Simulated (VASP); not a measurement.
# NiMoIrPdW (P3m1) in VASP: a series of runs

The runs below take NiMoIrPdW through single point, relaxation of cell and atoms, with BLYP, RPBE, revPBE.

Everything below comes from runs of VASP 6.6.1. Logs are shortened: lines on timing, memory, paths and dates and some standing lists are left out, and cuts for length are marked.

## Step 1: The cell of the first run

The structure is trigonal, space group P3m1 (No. 156). The conventional cell has a = 2.811 Å, b = 2.811 Å, c = 11.193 Å, α = 90.00°, β = 90.00°, γ = 120.00°. Ni (site symmetry 3m) has 3 Mo at 2.62 Å and 3 Pd at 2.77 Å and 6 Ni at 2.81 Å within 3.5 Å. Mo (site symmetry 3m) has 3 Ni at 2.62 Å and 6 Mo at 2.81 Å and 3 Ir at 2.87 Å within 3.5 Å. Pd (site symmetry 3m) has 3 Ni at 2.77 Å and 3 W at 2.79 Å and 6 Pd at 2.81 Å within 3.6 Å. Ir (site symmetry 3m) has 3 W at 2.78 Å and 6 Ir at 2.81 Å and 3 Mo at 2.87 Å within 3.7 Å. Within 3.7 Å of W (site symmetry 3m) lie 3 Ir at 2.78 Å and 3 Pd at 2.79 Å and 6 W at 2.81 Å.

## Step 2: Single point, BLYP, collinear spin, ferromagnetic start

Input file INCAR:

```
AGGAC    = 1.0          
AGGAX    = 1.0          
ALDAC    = 0.0          
ALDAX    = 1.0          
ALGO     = Normal         # electronic algorithm
EDIFF    = 1E-6           # SCF threshold, eV
ENCUT    = 520            # plane-wave cutoff, eV
GGA      = B5             # functional
ISIF     = 2              # what is computed and relaxed
ISMEAR   = -1             # smearing method
ISPIN    = 2              # spin polarisation
LASPH    = T              # aspherical terms in the spheres
LCHARG   = T              # write CHGCAR
LELF     = T              # ELF
LMAXMIX  = 4              # l up to which the mixer works
LORBIT   = 11             # projections on sites
LREAL    = F              # projectors in reciprocal space
LVHAR    = T            
LWAVE    = F              # write WAVECAR
MAGMOM   = 1 1 0 0.6 0    # initial moments
NBANDS   = 40             # bands
NELM     = 150            # most SCF steps
PREC     = Accurate       # precision mode
SIGMA    = 0.05           # smearing width, eV
```

Input file KPOINTS:

```
k-points
0
Gamma
  8 8 2
```

Input file POSCAR:

```
NiMoIrPdW
1.0
    2.8110376668      0.0000000000      0.0000000000
   -1.4055188334      2.4344300304      0.0000000000
    0.0000000000      0.0000000000     11.1926350917
Ni Mo Pd Ir W
1 1 1 1 1
Direct
    0.3333333333      0.6666666667      0.5952452144
    0.0000000000      0.0000000000      0.4112261903
    0.6666666667      0.3333333333      0.7956623475
    0.6666666667      0.3333333333      0.1996004128
    0.3333333333      0.6666666667      0.9982658350
```

Potentials or basis: VASP PAW PBE potentials, release 64 (Ni, Mo_sv, Pd, Ir, W_sv).

Launch:

```sh
$ cat potpaw_PBE.64/Ni/POTCAR potpaw_PBE.64/Mo_sv/POTCAR potpaw_PBE.64/Pd/POTCAR potpaw_PBE.64/Ir/POTCAR potpaw_PBE.64/W_sv/POTCAR > POTCAR
$ mpirun -np 1 vasp_std > vasp.out
```

OUTCAR:

```text
EDIFF = 1E-6
   ENCUT = 520
   GGA = B5
   ISIF = 2
   ISMEAR = -1
   ISPIN = 2
   LASPH = T
   LORBIT = 11
   LREAL = F
   NELM = 150
   PREC = Accurate

 ion  position               nearest neighbor table
   1  0.333  0.667  0.595-   2 2.62   2 2.62   2 2.62   3 2.77   3 2.77   3 2.77
   2  0.000  0.000  0.411-   1 2.62   1 2.62   1 2.62   4 2.87   4 2.87   4 2.87
   3  0.667  0.333  0.796-   1 2.77   1 2.77   1 2.77   5 2.79   5 2.79   5 2.79
   4  0.667  0.333  0.200-   5 2.78   5 2.78   5 2.78   2 2.87   2 2.87   2 2.87
   5  0.333  0.667  0.998-   4 2.78   4 2.78   4 2.78   3 2.79   3 2.79   3 2.79

  LATTYP: Found a hexagonal cell.
 ALAT       =     2.8110376668
 C/A-ratio  =     3.9816738224

  Lattice vectors:

 A1 = (   2.8110376668,   0.0000000000,   0.0000000000)
 A2 = (  -1.4055188334,   2.4344300304,   0.0000000000)
 A3 = (   0.0000000000,   0.0000000000,  11.1926350917)

Analysis of symmetry for initial positions (statically):
=====================================================================
 Subroutine PRICEL returns:
 Original cell was already a primitive cell.

 Routine SETGRP: Setting up the symmetry group for a
 hexagonal supercell.

 Subroutine GETGRP returns: Found  6 space group operations
 (whereof  6 operations were pure point group operations)
 out of a pool of 24 trial point group operations.

The static configuration has the point symmetry C_3v.

Analysis of symmetry for dynamics (positions and initial velocities):
=====================================================================
 Subroutine PRICEL returns:
 Original cell was already a primitive cell.

 Routine SETGRP: Setting up the symmetry group for a
 hexagonal supercell.

 Subroutine GETGRP returns: Found  6 space group operations
 (whereof  6 operations were pure point group operations)
 out of a pool of 24 trial point group operations.

The dynamic configuration has the point symmetry C_3v.

Analysis of structural, dynamic, and magnetic symmetry:
=====================================================================
 Subroutine PRICEL returns:
 Original cell was already a primitive cell.

 Routine SETGRP: Setting up the symmetry group for a
 hexagonal supercell.

 Subroutine GETGRP returns: Found  6 space group operations
 (whereof  6 operations were pure point group operations)
 out of a pool of 24 trial point group operations.

The overall configuration has the point symmetry C_3v.

 Subroutine INISYM returns: Found  6 space group operations
 (whereof  6 operations are pure point group operations),
 and found     1 'primitive' translations

----------------------------------------------------------------------------------------

                                     Primitive cell

  volume of cell :      76.5943

  direct lattice vectors                    reciprocal lattice vectors
     2.811037667  0.000000000  0.000000000     0.355740520  0.205386885  0.000000000
    -1.405518833  2.434430030  0.000000000     0.000000000  0.410773769  0.000000000
     0.000000000  0.000000000 11.192635092     0.000000000  0.000000000  0.089344466

  length of vectors
     2.811037667  2.811037667 11.192635092     0.410773769  0.410773769  0.089344466

  position of ions in fractional coordinates (direct lattice)
     0.333333333  0.666666667  0.595245214
     0.000000000  0.000000000  0.411226190
     0.666666667  0.333333333  0.795662347
     0.666666667  0.333333333  0.199600413
     0.333333333  0.666666667  0.998265835

  ion indices of the primitive-cell ions
   primitive index   ion index
                 1           1
                 2           2
                 3           3
                 4           4
                 5           5

----------------------------------------------------------------------------------------

 KPOINTS: k-points

Automatic generation of k-mesh.
 Grid dimensions read from file:
 generate k-points for:    8    8    2

 Generating k-lattice:

  Cartesian coordinates                     Fractional coordinates (reciprocal lattice)
[... 44 lines left out ...]
   LRPA    =     F    only Hartree local field effects (RPA)
 spin polarized calculation
  energy-cutoff  :      520.00
  volume of cell :       76.59
 maximum number of plane-waves:      2086
 NGX is ok and might be reduce to    24
   NGX = 11   NGY = 11   NGZ = 41

 number of electron      57.0000011 magnetization       0.0002538

 Free energy of the ion-electron system (eV)
  ---------------------------------------------------
  ext. energy  EPLUGINS =         0.00000000
  ---------------------------------------------------
  free energy    TOTEN  =       -37.26133961 eV

  energy without entropy =      -37.20939543  energy(sigma->0) =      -37.23536752

 E-fermi :  10.2878     XC(G=0): -12.4166

 val. band max:       10.2675272975   @ k =   0.3750   0.2500   0.5000
 cond. band min:      10.2919377305   @ k =   0.1250   0.0000   0.0000
 fundamental gap:      0.0244104329
 Fermi energy:        10.2877901348

 spin component 1

 k-point     1 :       0.0000    0.0000    0.0000
  band No.  band energies     occupation
      1     -63.4798      1.00000
      2     -50.5996      1.00000
      3     -28.1004      1.00000
      4     -27.3718      1.00000
      5     -27.3718      1.00000
      6     -24.8843      1.00000
[... 32 lines left out ...]
     39      19.2813      0.00000
[... 816 lines left out ...]
     39      18.2345      0.00000
     40      18.2868      0.00000
 Fermi energy:        10.2877901348

 spin component 2

 k-point     1 :       0.0000    0.0000    0.0000
  band No.  band energies     occupation
      1     -63.4798      1.00000
      2     -50.5996      1.00000
      3     -28.1004      1.00000
      4     -27.3718      1.00000
      5     -27.3718      1.00000
      6     -24.8843      1.00000
[... 32 lines left out ...]
     39      19.2813      0.00000
[... 816 lines left out ...]
     39      18.2346      0.00000
     40      18.2868      0.00000

------------------------ aborting loop because EDIFF is reached ----------------------------------------

  FORCE on cell =-STRESS in cart. coord.  units (eV):
  Direction    XX          YY          ZZ          XY          YZ          ZX
  --------------------------------------------------------------------------------------
  -------------------------------------------------------------------------------------
  Total        0.5426792      0.5426792      0.4864027      0.0000000     -0.0000000     -0.0000000
  in kB       11.3516104     11.3516104     10.1744339      0.0000000     -0.0000000     -0.0000000
  external PRESSURE =      10.9592182 kB  Pullay stress =       0.0000000 kB

 VOLUME and BASIS-vectors are now :
 -----------------------------------------------------------------------------
  energy-cutoff  :      520.00
  volume of cell :       76.59
      direct lattice vectors                 reciprocal lattice vectors
     2.811037667  0.000000000  0.000000000     0.355740520  0.205386885  0.000000000
    -1.405518833  2.434430030  0.000000000     0.000000000  0.410773769  0.000000000
     0.000000000  0.000000000 11.192635092     0.000000000  0.000000000  0.089344466

 POSITION                                       TOTAL-FORCE (eV/Angst)
 -----------------------------------------------------------------------------------
     -0.00000      1.62295      6.66236         0.000000     -0.000000      0.017825
      0.00000      0.00000      4.60270         0.000000     -0.000000      0.021741
      1.40552      0.81148      8.90556         0.000000     -0.000000     -0.037408
      1.40552      0.81148      2.23405         0.000000     -0.000000      0.048331
     -0.00000      1.62295     11.17323        -0.000000      0.000000     -0.050489
 -----------------------------------------------------------------------------------
    total drift:                                0.000000     -0.000000     -0.000714

  FREE ENERGIE OF THE ION-ELECTRON SYSTEM (eV)
  ---------------------------------------------------
  free  energy   TOTEN  =       -37.2613396072 eV

  energy  without entropy=      -37.2093954277  energy(sigma->0) =      -37.23536752

 total charge

# of ion       s       p       d       tot
------------------------------------------
    1        0.458   0.353   8.360   9.171
    2        2.362   6.164   3.891  12.416
    3        0.500   0.482   8.519   9.501
    4        0.669   0.642   7.005   8.316
    5        2.400   6.274   3.343  12.018
--------------------------------------------------
tot          6.389  13.915  31.118  51.422

 magnetization (x)

# of ion       s       p       d       tot
------------------------------------------
    1        0.000   0.000   0.000   0.000
    2        0.000   0.000   0.000   0.000
    3        0.000   0.000   0.000   0.000
    4        0.000  -0.000  -0.000  -0.000
    5       -0.000  -0.000  -0.000  -0.000
--------------------------------------------------
tot          0.000   0.000   0.000   0.000
```

It took 8.2 min on 1 thread of Intel Xeon 8259CL, shared host; peak memory 0.33 GiB.

Results:

- Free energy: -37.2613 eV
- Pressure: 1.1 GPa
- Largest force: 0.050 eV/Å
- Net moment: 0.00 μB per cell
- Valence electrons inside the program's atomic spheres: Ni 9.17; Mo 12.42; Pd 9.50; Ir 8.32; W 12.02

Forces on the atoms (eV/Å):
```
Ni   0.000  0.000  0.018
Mo   0.000  0.000  0.022
Pd   0.000  0.000 -0.037
Ir   0.000  0.000  0.048
W    0.000  0.000 -0.050
```

Caveat: the PAW data sets were made with another functional, which shifts forces and pressure a little; spin-orbit coupling is left out, which moves the levels of the heavy elements.

## Step 3: Single point, RPBE, collinear spin, ferromagnetic start

This run uses another cell than the first one, of 14.88 Å³/atom.

Input file INCAR:

```
SYSTEM = NiMoIrPdW
PREC = Accurate
ENCUT = 520
EDIFF = 1E-6
ISMEAR = -1
SIGMA = 0.05
LREAL = .False.
LASPH = .True.
NELM = 150
ALGO = Normal
ISIF = 2
LWAVE = .False.
LCHARG = .False.
ISPIN = 2
MAGMOM = 1 1 0 0.6 0
LORBIT = 11
LMAXMIX = 4
GGA = RP
NBANDS = 40
```

Input file KPOINTS:

```
Automatic mesh
0
Gamma
  8 8 2
  0 0 0
```

Input file POSCAR:

```
NiMoIrPdW
1.0
    2.7799273700      0.0000000000      0.0000000000
   -1.3899636850      2.4074877231      0.0000000000
    0.0000000000      0.0000000000     11.1184944967
Ni Mo Pd Ir W
1 1 1 1 1
Direct
    0.3333333333      0.6666666667      0.5960745541
    0.0000000000      0.0000000000      0.4096129578
    0.6666666667      0.3333333333      0.7961103581
    0.6666666667      0.3333333333      0.1998914385
    0.3333333333      0.6666666667      0.9983106915
```

Potentials or basis: VASP PAW PBE potentials, release 64 (Ni, Mo_sv, Pd, Ir, W_sv).

Launch:

```sh
$ cat potpaw_PBE.64/Ni/POTCAR potpaw_PBE.64/Mo_sv/POTCAR potpaw_PBE.64/Pd/POTCAR potpaw_PBE.64/Ir/POTCAR potpaw_PBE.64/W_sv/POTCAR > POTCAR
$ mpirun -np 1 vasp_std > vasp.out
```

It took 5.6 min on 1 thread of Intel Xeon Platinum 8375C at 2.90GHz (Ice Lake), shared host; peak memory 0.32 GiB.

It converged, with:

```
Free energy                                           : -40.4960 eV
Pressure                                              : 0.1 GPa
Largest force                                         : 0.023 eV/Å
Net moment                                            : 0.00 μB per cell
Valence electrons inside the program's atomic spheres : Ni 9.12; Mo 12.42; Pd 9.54; Ir 8.35; W 12.02
```

Forces in eV/Å, atoms in the order of the input:
```
Ni   0.000  0.000  0.017
Mo   0.000  0.000 -0.014
Pd   0.000  0.000 -0.012
Ir   0.000  0.000  0.023
W    0.000  0.000 -0.013
```

Levels at points of the mesh, in eV from the Fermi level:
Spin up:
| k point | band 25 | band 26 | band 27 | band 28 | band 29 | band 30 | band 31 | band 32 |
| --- | --- | --- | --- | --- | --- | --- | --- | --- |
| (0.00, 0.00, 0.00) | -1.43 | -1.43 | -1.02 | -1.02 | -0.91 | -0.31 | -0.31 | -0.20 |
| (0.50, 0.00, 0.00) | -0.38 | -0.37 | -0.17 | 0.69 | 0.95 | 1.28 | 1.63 | 2.23 |
| (0.00, 0.00, 0.50) | -1.45 | -1.37 | -1.37 | -1.21 | -1.21 | -0.21 | -0.21 | 0.34 |
| (0.50, 0.00, 0.50) | -0.50 | -0.37 | -0.22 | 0.62 | 0.95 | 1.44 | 2.11 | 2.40 |
Spin down:
```
           k point  band 24  band 25  band 26  band 27  band 28  band 29  band 30  band 31  band 32  band 33
(0.00, 0.00, 0.00)    -1.66    -1.43    -1.43    -1.02    -1.02    -0.91    -0.31    -0.31    -0.20     0.36
(0.50, 0.00, 0.00)    -0.50    -0.38    -0.37    -0.17     0.69     0.95     1.28     1.63     2.23     2.67
(0.00, 0.00, 0.50)    -1.63    -1.45    -1.37    -1.37    -1.21    -1.21    -0.21    -0.21     0.34     0.34
(0.50, 0.00, 0.50)    -0.85    -0.50    -0.37    -0.22     0.62     0.95     1.44     2.11     2.40     2.55
```

Caveat: the PAW data sets were made with another functional, which shifts forces and pressure a little; spin-orbit coupling is left out, which moves the levels of the heavy elements.

## Step 4: Relaxation of cell and atoms, revPBE, collinear spin, ferromagnetic start

This run uses another cell than the first one, of 14.61 Å³/atom.

Input file INCAR:

```
SYSTEM = NiMoIrPdW
PREC = Accurate
ENCUT = 600
EDIFF = 1E-6
ISMEAR = -1
SIGMA = 0.05
LREAL = .FALSE.
LASPH = .TRUE.
NELM = 150
ALGO = Normal
ISIF = 3
LWAVE = .FALSE.
LCHARG = .FALSE.
ISPIN = 2
MAGMOM = 1 1 0 0.6 0
LORBIT = 11
LMAXMIX = 4
GGA = RE
IBRION = 2
NSW = 60
EDIFFG = -0.01
```

Input file KPOINTS:

```
Automatic mesh
0
G
  8 8 2
  0 0 0
```

Input file POSCAR:

```
NiMoIrPdW
1.0
    2.7661600000      0.0000000000      0.0000000000
   -1.3830800000      2.3955700000      0.0000000000
    0.0000000000      0.0000000000     11.0229200000
Ni Mo Pd Ir W
1 1 1 1 1
Direct
    0.3333300000      0.6666700000      0.5971200000
    0.0000000000      0.0000000000      0.4107400000
    0.6666700000      0.3333300000      0.7952000000
    0.6666700000      0.3333300000      0.1996000000
    0.3333300000      0.6666700000      0.9973400000
```

Launch:

```sh
$ cat potpaw_PBE.64/Ni/POTCAR potpaw_PBE.64/Mo_sv/POTCAR potpaw_PBE.64/Pd/POTCAR potpaw_PBE.64/Ir/POTCAR potpaw_PBE.64/W_sv/POTCAR > POTCAR
$ mpirun -np 1 vasp_std > vasp.out
```

Run time: 50 min. Hardware: 1 thread of Oxide Virtual Turin-like, shared host; peak memory 0.42 GiB.

Results (log left out):

```
Free energy                                           : -41.0880 eV
Relaxed volume                                        : 14.82 Å³/atom
Relaxed cell                                          : a = 2.777 Å, b = 2.777 Å, c = 11.094 Å, α = 90.00°, β = 90.00°, γ = 120.00°
Space group after relaxing (to 0.1 Å)                 : P3m1 (No. 156)
Energy gained by relaxing                             : 2.5 meV/atom
Ionic steps                                           : 10
Pressure after relaxing                               : 0.0 GPa
Largest force after relaxing                          : 0.007 eV/Å
Net moment                                            : 0.00 μB per cell
Valence electrons inside the program's atomic spheres : Ni 9.13; Mo 12.43; Pd 9.55; Ir 8.35; W 12.03
```

Forces in eV/Å, atoms in the order of the input:
```
Ni   0.000  0.000 -0.007
Mo   0.000  0.000  0.002
Pd   0.000  0.000  0.006
Ir   0.000  0.000  0.000
W    0.000  0.000 -0.001
```

Stress tensor (GPa, compression positive):
```
-0.02  0.00  0.00
 0.00 -0.02  0.00
 0.00  0.00  0.06
```

The path:
| step | energy change (eV) | largest force (eV/Å) | pressure (GPa) | volume (Å³) |
| --- | --- | --- | --- | --- |
| 1 | 0.0000 | 0.0986 | 3.41 | 73.04 |
| 2 | 0.0420 | 0.2053 | -7.08 | 76.38 |
| 3 | -0.0112 | 0.0800 | 0.10 | 74.07 |
| 4 | -0.0112 | 0.0812 | -0.16 | 74.11 |
| 5 | -0.0118 | 0.0488 | -0.18 | 74.12 |
| 6 | -0.0121 | 0.0421 | -0.13 | 74.14 |
| 7 | -0.0122 | 0.0127 | 0.38 | 74.00 |
| 8 | -0.0123 | 0.0164 | 0.17 | 74.06 |
| 9 | -0.0123 | 0.0069 | -0.10 | 74.16 |
| 10 | -0.0123 | 0.0069 | 0.01 | 74.11 |

Final structure:
```cif
data_structure
_symmetry_space_group_name_H-M 'P 1'
_symmetry_Int_Tables_number 1
_cell_length_a 2.7773
_cell_length_b 2.7773
_cell_length_c 11.0939
_cell_angle_alpha 90.000
_cell_angle_beta 90.000
_cell_angle_gamma 120.000
_cell_volume 74.11
loop_
_atom_site_label
_atom_site_type_symbol
_atom_site_fract_x
_atom_site_fract_y
_atom_site_fract_z
_atom_site_occupancy
Ni1 Ni 0.33333 0.66667 0.59643 1
Mo1 Mo 0.00000 0.00000 0.40980 1
Pd1 Pd 0.66667 0.33333 0.79567 1
Ir1 Ir 0.66667 0.33333 0.20009 1
W1 W 0.33333 0.66667 0.99801 1
```

Levels at points of the mesh, in eV from the Fermi level:
Spin up:
| k point | band 24 | band 25 | band 26 | band 27 | band 28 | band 29 | band 30 | band 31 | band 32 | band 33 |
| --- | --- | --- | --- | --- | --- | --- | --- | --- | --- | --- |
| (0.00, 0.00, 0.00) | -1.67 | -1.44 | -1.44 | -1.02 | -1.02 | -0.91 | -0.31 | -0.31 | -0.19 | 0.36 |
| (0.50, 0.00, 0.00) | -0.51 | -0.38 | -0.37 | -0.18 | 0.69 | 0.96 | 1.28 | 1.63 | 2.24 | 2.68 |
| (0.50, 0.50, 0.00) | -0.51 | -0.38 | -0.37 | -0.18 | 0.69 | 0.96 | 1.28 | 1.63 | 2.24 | 2.68 |
| (0.00, 0.00, 0.50) | -1.64 | -1.45 | -1.38 | -1.38 | -1.22 | -1.22 | -0.21 | -0.21 | 0.34 | 0.34 |
| (0.50, 0.00, 0.50) | -0.86 | -0.51 | -0.37 | -0.23 | 0.63 | 0.95 | 1.45 | 2.12 | 2.40 | 2.55 |
| (0.50, 0.50, 0.50) | -0.86 | -0.51 | -0.37 | -0.23 | 0.63 | 0.95 | 1.45 | 2.12 | 2.40 | 2.55 |
Spin down:
```
           k point  band 26  band 27  band 28  band 29  band 30  band 31
(0.00, 0.00, 0.00)    -1.44    -1.02    -1.02    -0.91    -0.31    -0.31
(0.50, 0.00, 0.00)    -0.37    -0.18     0.69     0.96     1.28     1.63
(0.50, 0.50, 0.00)    -0.37    -0.18     0.69     0.96     1.28     1.63
(0.00, 0.00, 0.50)    -1.38    -1.38    -1.22    -1.22    -0.21    -0.21
(0.50, 0.00, 0.50)    -0.37    -0.23     0.63     0.95     1.45     2.12
(0.50, 0.50, 0.50)    -0.37    -0.23     0.63     0.95     1.45     2.12
```

Caveat: the PAW data sets were made with another functional, which shifts forces and pressure a little; spin-orbit coupling is left out, which moves the levels of the heavy elements.

## Step 5: Summary

```tsv
task	level	cell	cutoff (eV)	gap on the mesh (eV)	pressure (GPa)	moment (μB)	largest force (eV/Å)
single point	BLYP	a = 2.811, b = 2.811, c = 11.193 Å, angles 90.0, 90.0, 120.0°, 5 atoms, atomic positions A	520	none	1.1	0.00	0.05
single point	RPBE	a = 2.780, b = 2.780, c = 11.118 Å, angles 90.0, 90.0, 120.0°, 5 atoms, atomic positions B	520	none	0.1	0.00	0.02
relaxation of cell and atoms	revPBE	relaxed from a = 2.766, b = 2.766, c = 11.023 Å, angles 90.0, 90.0, 120.0°, 5 atoms, atomic positions C	600	none	0.0	0.00	0.01
```

Alike in all rows: potentials or basis VASP PAW PBE potentials, release 64 (Ni, Mo_sv, Pd, Ir, W_sv); spin collinear, ferromagnetic start; k mesh 8 × 8 × 2; smearing fermi-dirac 0.05 eV.

Caveats: the PAW data sets were made with another functional, which shifts forces and pressure a little; spin-orbit coupling is left out, which moves the levels of the heavy elements.

Total energies depend on the potentials used, so only differences within one code and one set of settings carry meaning.
